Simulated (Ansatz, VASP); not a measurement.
## Two plane-wave programs on Cd5HgSe6

```
Cd Hg Se
1.0
     4.41142    0.00023   -0.00029
    -2.20555    3.79401    0.00011
    -0.00136   -0.00045   21.48848
Cd Hg Se
5 1 6
Cartesian
  0.0084 2.5346 0.0178
  -0.0096 2.5287 14.3690
  2.2070 1.2632 3.5840
  2.1976 1.2601 10.7958
  2.2020 1.2697 17.9370
  0.0096 2.5250 7.2050
  0.0016 2.5208 2.7095
  -0.0075 2.5172 9.9173
  -0.0040 2.5266 17.0585
  2.2136 1.2685 6.2792
  2.1964 1.2713 13.4869
  2.2121 1.2769 20.6272
```

Change from the starting cell: cell x1, atoms moved at random (sigma 0.15 Å) and cell strained at random (1.5 %), then relaxed without symmetry.

Alike in both runs: functional PBE; k mesh 6 × 6 × 1; occupations gaussian, width 0.2 eV; no spin polarisation.

Ansatz relaxed the structure, and its values are those at the end. VASP's run is a single point on that final structure, the one shown.

```csv
,VASP,Ansatz
version,VASP 6.6.1,Ansatz 0.2.0
potentials or method,"VASP PAW PBE potentials, release 64 (Cd, Hg, Se), cutoff 520 eV","scalar-relativistic, plane waves, PAW"
valence electrons in the cell,108,216
```

|  | VASP | Ansatz | Ansatz less VASP |
| --- | --- | --- | --- |
| gap on the k mesh at the Fermi level (eV) | 0.13 | 0.14 | +0.003 |
| least direct gap on the mesh (eV) | 0.13 | 0.14 | +0.003 |
| pressure (GPa) | 0.2 | -0.1 | -0.24 |

VASP's potentials hold 108 valence electrons a cell and Ansatz's 216, so a difference there can come from the potentials and not from the codes.

Spin-orbit coupling is off throughout.
